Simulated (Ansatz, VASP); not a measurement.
One calculation of Re, two programs

```xyz
2
Lattice="2.7962 0.0000 0.0000 -1.3981 2.4216 0.0000 0.0000 0.0000 4.5175" Properties=species:S:1:pos:R:3 pbc="T T T"
Re    0.0000    1.6144    0.9884
Re    1.3981    0.8072    3.5291
```

Change from the starting cell: mode 4 frozen in at -0.139 Å, equal normal strain along x, y and z +0.0167.

Alike in both runs: task single point; functional PBEsol; k mesh 18 × 18 × 10; occupations gaussian, width 0.15 eV; no spin polarisation.

|  | VASP | Ansatz |
| --- | --- | --- |
| version | VASP 6.6.1 | Ansatz 0.2.0 |
| potentials or method | VASP PAW PBE potentials, release 64 (Re), cutoff 520 eV | scalar-relativistic, plane waves, PAW |
| valence electrons in the cell | 14 | 30 |

VASP gave:

- gap on the k mesh at the Fermi level (eV): none
- pressure (GPa): -5.7
- traceless stress, the component that is largest in VASP (GPa): 6.59
- rms of the force components (eV/Å): 1.480

Q: What did Ansatz give for the same quantities?

A: gap on the k mesh at the Fermi level (eV): none; pressure (GPa): -5.5; traceless stress, the component that is largest in VASP (GPa): 6.89; rms of the force components (eV/Å): 1.529.

VASP's potentials were made for PBE, not for PBEsol. Atom by atom the forces differ by 0.049 eV/Å (rms over components). A gap of «none» marks a metal or a gap that the smearing closes. With one functional, cell and mesh, what is left measures potentials, basis and numerics. VASP's potentials hold 14 valence electrons a cell and Ansatz's 30, so a difference there can come from the potentials and not from the codes.

Neither program's run includes spin-orbit coupling.
